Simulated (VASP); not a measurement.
# CaAl15N15 (a cell with a defect) in VASP: further runs, part 2 of 2

VASP 6.6.1. The steps go on from the part before.

## Step 4: Single point, PBE, collinear spin

INCAR reads:

```
SYSTEM = CaAl15N15
PREC     = Accurate       ! precision mode
ENCUT    = 520            ! plane-wave cutoff, eV
EDIFF    = 1E-6           ! SCF threshold, eV
ISMEAR   = 0              ! smearing method
SIGMA    = 0.01           ! smearing width, eV
LREAL    = Auto         
LASPH    = .True.         ! aspherical terms in the spheres
NELM     = 200            ! most SCF steps
ALGO     = Normal         ! electronic algorithm
ISIF     = 2              ! what is computed and relaxed
LWAVE    = .False.        ! write WAVECAR
LCHARG   = .False.        ! write CHGCAR
ISPIN    = 2              ! spin polarisation
MAGMOM   = 0.01 0 0 0 0.01 0 0 0 0.01 0 0 0 0 0 0 0.05 0.01 0 0 0.04 0.02 0 0.02 0.04 0.02 0 0.02 0.07 0 0 0 ! initial moments
LORBIT   = 11             ! projections on sites
NUPDOWN  = 1.0            ! fixed moment
GGA      = PE             ! functional
NELECT   = 129.0        
NBANDS   = 90             ! bands
GGA_COMPAT= .False.
```

KPOINTS reads:

```
Automatic mesh
0
Gamma
  1 1 1
  0.25 0.25 0.25
```

POSCAR reads:

```
CaAl15N15
1.0
    6.2604124010      0.0000000606      0.0000000000
   -3.1302062500      5.4216761488      0.0000000000
    0.0000000000      0.0000000000     10.0361163400
Al Ca N
15 1 15
Direct
    0.3354977251      0.1646131299      0.2096397914
    0.3316491507      0.1688054311      0.7596037509
    0.1620602995      0.3377614842      0.9963453523
    0.3360593087      0.6729192683      0.2482920119
    0.1557644107      0.7961359964      0.5064831856
    0.3324286452      0.6663683433      0.7540322531
    0.1590784788      0.8272340034      0.9984019899
    0.8272129143      0.1640909038      0.2482051517
    0.7045227539      0.3448519608      0.5066623549
    0.8336554055      0.1676974502      0.7541410892
    0.6726949297      0.3408900166      0.9984503788
    0.8304532910      0.6696028329      0.2511209605
    0.6602873893      0.8390286688      0.5021871801
    0.8287183431      0.6720315690      0.7505190423
    0.6644296198      0.8352776643      1.0009160546
    0.1992456652      0.2990672914      0.4895889999
    0.1668307382      0.3340639257      0.1926803727
    0.3320265930      0.1678285198      0.9504475487
    0.1671925712      0.3328144417      0.7086804517
    0.3435016509      0.6895776711      0.4327238508
    0.1600953213      0.8264193494      0.1888825421
    0.3313108636      0.6724610079      0.9431326014
    0.1670567986      0.8376081172      0.6911949694
    0.8090762444      0.1556800603      0.4326067095
    0.6736051023      0.3398676132      0.1888683297
    0.8270913792      0.1682346390      0.9431933066
    0.6632435325      0.3339218309      0.6912375363
    0.8304393710      0.6697398445      0.4427928279
    0.6676982303      0.8324030049      0.1885890413
    0.8292915410      0.6706564223      0.9384982581
    0.6644484022      0.8356808678      0.6914995366
```

Potentials or basis: VASP PAW PBE potentials, release 64 (Al, Ca_sv, N).

Started as:

```bash
$ cat potpaw_PBE.64/Al/POTCAR potpaw_PBE.64/Ca_sv/POTCAR potpaw_PBE.64/N/POTCAR > POTCAR
$ mpirun -np 1 vasp_std > vasp.out
```

OUTCAR:

```text
SYSTEM = CaAl15N15
   PREC = Accurate
   ENCUT = 520
   EDIFF = 1E-6
   ISMEAR = 0
   LREAL = Auto
   LASPH = .True.
   NELM = 200
   ISIF = 2
   ISPIN = 2
   LORBIT = 11
   NUPDOWN = 1.0
   GGA = PE
   NELECT = 129.0

 ion  position               nearest neighbor table
   1  0.335  0.165  0.210-  17 1.84  25 1.85  21 1.85  11 2.80   7 2.80   3 2.85   8 3.10   4 3.10
                            12 3.16  12 3.16  16 3.17   8 3.20   4 3.20
   2  0.332  0.169  0.760-  19 1.85  18 1.92  23 1.92  27 1.92   3 3.00  11 3.03   7 3.03  16 3.06
                             6 3.11  10 3.11  14 3.13  14 3.13  10 3.15   6 3.15   9 3.25   5 3.25
   3  0.162  0.338  0.996-  22 1.89  26 1.89  18 1.90  17 1.97   1 2.85   2 3.00  10 3.01   6 3.01
                            11 3.07   7 3.07   8 3.11   4 3.11  15 3.13  15 3.13   7 3.19  11 3.19
   4  0.336  0.673  0.248-  20 1.85  21 1.88  29 1.90  17 1.92  15 3.06   5 3.07   8 3.07   7 3.09
                            13 3.10   1 3.10  12 3.11   3 3.11  12 3.16  16 3.17   8 3.19   1 3.20
   5  0.156  0.796  0.506-  20 1.78  23 1.87  28 1.89   9 2.83   6 2.99  16 3.03  13 3.03  14 3.03
                             4 3.07  12 3.12  13 3.24   2 3.25  16 3.26
   6  0.332  0.666  0.754-  19 1.86  22 1.90  31 1.91  23 1.93   5 2.99   3 3.01   7 3.05  15 3.06
                            14 3.09  13 3.09   2 3.11  10 3.12  10 3.14   2 3.15  14 3.17
   7  0.159  0.827  0.998-  22 1.86  30 1.89  18 1.91  21 1.91   1 2.80   2 3.03  11 3.04   6 3.05
                            14 3.07   3 3.07   4 3.09  12 3.10  15 3.12  15 3.14   3 3.19  11 3.22
   8  0.827  0.164  0.248-  24 1.85  25 1.88  29 1.90  17 1.92  15 3.06   4 3.07   9 3.08  11 3.08
                            13 3.10   1 3.10  12 3.11   3 3.11  12 3.15  16 3.17   4 3.19   1 3.20
   9  0.705  0.345  0.507-  24 1.78  27 1.87  28 1.89   5 2.83  10 2.99  14 3.03  16 3.03  13 3.04
                             8 3.08  12 3.12  13 3.24   2 3.25  16 3.25
  10  0.834  0.168  0.754-  19 1.87  26 1.90  31 1.91  27 1.93   9 2.99   3 3.01  11 3.05  15 3.06
                            14 3.09  13 3.09   2 3.11   6 3.12   6 3.14   2 3.15  14 3.17
  11  0.673  0.341  0.998-  26 1.86  30 1.89  18 1.91  25 1.91   1 2.80   2 3.03   7 3.04  10 3.05
                            14 3.07   3 3.07   8 3.08  12 3.10  15 3.12  15 3.14   3 3.19   7 3.22
  12  0.830  0.670  0.251-  29 1.87  21 1.89  25 1.89  28 1.92  15 3.09  11 3.10   7 3.10   4 3.11
                             8 3.11   9 3.12   5 3.12  13 3.12   8 3.15   4 3.16   1 3.16   1 3.16
[... 1221 lines left out ...]
 [bands above 76 left out]

------------------------ aborting loop because EDIFF is reached ----------------------------------------

  FORCE on cell =-STRESS in cart. coord.  units (eV):
  Direction    XX          YY          ZZ          XY          YZ          ZX
  --------------------------------------------------------------------------------------
  -------------------------------------------------------------------------------------
  Total        0.2530294     -1.3918223      4.8691007     -1.5437226      0.5475356     -0.8608547
  in kB        1.1900886     -6.5462439     22.9011419     -7.2606857      2.5752579     -4.0489110
  external PRESSURE =       5.8483289 kB  Pullay stress =       0.0000000 kB

 VOLUME and BASIS-vectors are now :
 -----------------------------------------------------------------------------
  energy-cutoff  :      520.00
  volume of cell :      340.65
      direct lattice vectors                 reciprocal lattice vectors
     6.260412401  0.000000061  0.000000000     0.159733885  0.092222403  0.000000000
    -3.130206250  5.421676149  0.000000000    -0.000000002  0.184444804  0.000000000
     0.000000000  0.000000000 10.036116340     0.000000000  0.000000000  0.099640136

 POSITION                                       TOTAL-FORCE (eV/Angst)
 -----------------------------------------------------------------------------------
      1.58508      0.89248      2.10397         0.177398     -0.106564     -0.067052
      1.54786      0.91521      7.62347         0.141260     -0.070808     -0.007853
     -0.04270      1.83123      9.99944        -0.136289      0.074743     -0.037371
     -0.00251      3.64835      2.49189         0.121628     -0.043811     -0.023961
     -1.51692      4.31639      5.08312         0.010028      0.132328      0.136303
     -0.00473      3.61283      7.56756         0.068984     -0.058035      0.006834
[... 23 lines left out ...]
      3.09241      3.63608      9.41888         0.160678     -0.090769     -0.010450
      1.54387      4.53079      6.93997        -0.176565      0.108259     -0.106911
 -----------------------------------------------------------------------------------
    total drift:                                0.002466      0.000908      0.002070

  FREE ENERGIE OF THE ION-ELECTRON SYSTEM (eV)
  ---------------------------------------------------
  free  energy   TOTEN  =      -231.8586801483 eV

  energy  without entropy=     -231.8586801483  energy(sigma->0) =     -231.85868015

 total charge

# of ion       s       p       d       tot
------------------------------------------
    1        0.397   0.422   0.000   0.820
    2        0.370   0.427   0.000   0.797
    3        0.370   0.418   0.000   0.788
    4        0.371   0.435   0.000   0.806
    5        0.396   0.432   0.000   0.827
    6        0.372   0.429   0.000   0.801
[... 23 lines left out ...]
   30        1.230   2.621   0.000   3.851
   31        1.229   2.610   0.000   3.840
--------------------------------------------------
tot         26.214  51.465   0.417  78.095

 magnetization (x)

# of ion       s       p       d       tot
------------------------------------------
    1        0.002   0.014   0.000   0.016
    2        0.000  -0.000   0.000  -0.000
    3        0.000   0.000   0.000   0.000
    4       -0.000  -0.000   0.000  -0.000
    5        0.007   0.024   0.000   0.031
    6        0.000   0.000   0.000   0.000
[... 23 lines left out ...]
   30        0.000   0.003   0.000   0.003
   31       -0.000  -0.000   0.000  -0.000
--------------------------------------------------
tot          0.036   0.268   0.045   0.349
```

OSZICAR:

```text
N       E                     dE             d eps       ncg     rms          rms(c)
DAV:   1     0.642258479332E+03    0.64226E+03   -0.59566E+04  2168   0.130E+03
DAV:   2    -0.199472960334E+03   -0.84173E+03   -0.80255E+03  2728   0.287E+02
DAV:   3    -0.265960165889E+03   -0.66487E+02   -0.65990E+02  2864   0.833E+01
DAV:   4    -0.267482770678E+03   -0.15226E+01   -0.15182E+01  3088   0.123E+01
DAV:   5    -0.267539728070E+03   -0.56957E-01   -0.56943E-01  3032   0.191E+00    0.335E+01
DAV:   6    -0.231846438017E+03    0.35693E+02   -0.14497E+02  2568   0.340E+01    0.120E+01
DAV:   7    -0.232038969064E+03   -0.19253E+00   -0.64450E+00  2656   0.794E+00    0.808E+00
DAV:   8    -0.231889083817E+03    0.14989E+00   -0.93555E-01  2592   0.356E+00    0.219E+00
DAV:   9    -0.231851469905E+03    0.37614E-01   -0.17301E-01  2696   0.177E+00    0.859E-01
DAV:  10    -0.231856368591E+03   -0.48987E-02   -0.76481E-02  2528   0.823E-01    0.564E-01
DAV:  11    -0.231857203081E+03   -0.83449E-03   -0.36530E-03  2824   0.236E-01    0.326E-01
DAV:  12    -0.231858675714E+03   -0.14726E-02   -0.32360E-03  2736   0.213E-01    0.102E-01
DAV:  13    -0.231858651991E+03    0.23723E-04   -0.68310E-04  2792   0.122E-01    0.336E-02
DAV:  14    -0.231858675023E+03   -0.23032E-04   -0.26627E-04  2496   0.525E-02    0.152E-02
DAV:  15    -0.231858677491E+03   -0.24676E-05   -0.17154E-05  2728   0.160E-02    0.893E-03
DAV:  16    -0.231858679891E+03   -0.24007E-05   -0.44008E-06  2280   0.754E-03    0.431E-03
DAV:  17    -0.231858680148E+03   -0.25679E-06   -0.79077E-07  1688   0.375E-03
   1 F= -.23185868E+03 E0= -.23185868E+03  d E =-.753896E-33  mag=     1.0000
```

stdout:

```text
POSCAR found type information on POSCAR AlCaN
 POSCAR found :  3 types and      31 ions
 scaLAPACK will be used
 LDA part: xc-table for (Slater+PW92), standard interpolation
 POSCAR, INCAR and KPOINTS ok, starting setup
 FFT: planning ... GRIDC
 FFT: planning ... GRID_SOFT
 FFT: planning ... GRID
 WAVECAR not read
 entering main loop
 the old and the new charge density differ
 old charge density:   130.00000 new  129.00000
    0.335E+01
```

Run time: 25 min. Hardware: 1 thread of Intel Xeon 8259CL, shared host; peak memory 0.7 GiB.

Results:

```
Free energy                                           : -231.8587 eV
Largest force                                         : 0.285 eV/Å
Net moment                                            : 1.00 μB per cell
Site moments                                          : Al +0.02, -0.00, +0.00, +0.03 (each value once); Ca +0.07; N +0.01, +0.00, +0.04, +0.02, -0.00 (each value once) μB
Valence electrons inside the program's atomic spheres : Al 0.82, 0.80, 0.79, 0.81, 0.83 (each value once); Ca 8.36; N 3.82, 3.83, 3.87, 3.85, 3.81, 3.84 (each value once)
```

Forces in eV/Å, atoms in the order of the input:
```
Al   0.177 -0.107 -0.067
Al   0.141 -0.071 -0.008
Al  -0.136  0.075 -0.037
Al   0.122 -0.044 -0.024
Al   0.010  0.132  0.136
Al   0.069 -0.058  0.007
Al  -0.112  0.080 -0.008
Al   0.110 -0.080 -0.030
Al  -0.121 -0.084  0.126
Al   0.085 -0.032 -0.003
Al  -0.126  0.055 -0.019
Al   0.096 -0.059 -0.024
Al  -0.094  0.051  0.032
Al   0.155 -0.093  0.026
Al  -0.124  0.068 -0.001
Ca  -0.120  0.092 -0.233
N   -0.243  0.084  0.124
N    0.190 -0.103  0.066
N   -0.191  0.112  0.030
N    0.223 -0.158  0.029
N   -0.115  0.152 -0.026
N    0.221 -0.106 -0.008
N   -0.131  0.027  0.097
N    0.253 -0.099  0.029
N   -0.186  0.041 -0.026
N    0.216 -0.112 -0.007
N   -0.100  0.064  0.113
N   -0.094  0.062 -0.171
N   -0.160  0.095 -0.009
N    0.161 -0.091 -0.010
N   -0.177  0.108 -0.107
```

Caveat: the k points lie up to 0.58 Å⁻¹ apart; the cell carries a net charge on a neutralising background, which shifts energy and pressure; the cell is charged against a uniform background, so pressure and absolute levels hang on convention; the total moment is fixed, so each spin has its own Fermi level and the state may be an excited one.
